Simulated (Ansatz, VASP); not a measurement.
# One calculation of KCl, two programs

Contents of INCAR:

```
PREC = Accurate ; ENCUT = 520
EDIFF = 1E-6 ; ISMEAR = 0
SIGMA = 0.05 ; LREAL = F
LASPH = T ; NELM = 60
ALGO = Normal ; ISIF = 2
LWAVE = F ; LCHARG = F
GGA = PS ; NBANDS = 15
```

KPOINTS

```
Automatic mesh
0
Gamma
  6 6 6
```

File POSCAR:

```
KCl
1.0
    3.6472362000      0.0000000000      0.0000000000
    0.0000000000      3.6472362000      0.0000000000
    0.0000000000      0.0000000000      3.8391960000
K Cl
1 1
Direct
    0.0000000000      0.0000000000      0.0000000000
    0.5000000000      0.5000000000      0.5000000000
```

Input for Ansatz:

```yaml
crystal:
  lattice:
    - [3.6472362, 0.0, 0.0]
    - [0.0, 3.6472362, 0.0]
    - [0.0, 0.0, 3.839196]
  atoms:
    - { symbol: K, position: [0.0, 0.0, 0.0] }
    - { symbol: Cl, position: [0.5, 0.5, 0.5] }
basis:
  ecutwfc: 420
kpoints:
  mp_grid: { grid: [6, 6, 6] }
hamiltonian:
  xc: pbesol
scf:
  occupations: { method: gaussian, width: 0.05 }
output:
  forces: true
  stress: true
  eigenvalues: true
```

Change from the starting cell: strain -0.050 along x and y, +0.000 along z, atoms carried along.

Alike in both runs: task single point; functional PBEsol; k mesh 6 × 6 × 6; occupations gaussian, width 0.05 eV; no spin polarisation.

|  | VASP | Ansatz |
| --- | --- | --- |
| version | VASP 6.6.1 | Ansatz 0.2.0 |
| potentials or method | VASP PAW PBE potentials, release 64 (K_sv, Cl), cutoff 520 eV | scalar-relativistic, plane waves, PAW |
| valence electrons in the cell | 16 | 16 |

Ansatz gave:

```
gap on the k mesh at the Fermi level (eV)                     : 4.92
least direct gap on the mesh (eV)                             : 5.14
pressure (GPa)                                                : 0.5
traceless stress, the component that is largest in VASP (GPa) : -1.61
```

Problem. Which values does VASP return?

Solution. gap on the k mesh at the Fermi level (eV): 4.92; least direct gap on the mesh (eV): 5.13; pressure (GPa): 0.6; traceless stress, the component that is largest in VASP (GPa): -1.61.

VASP's potentials were made for PBE, not for PBEsol. The functional is the same, so the differences come from potentials, cutoffs and numerics.
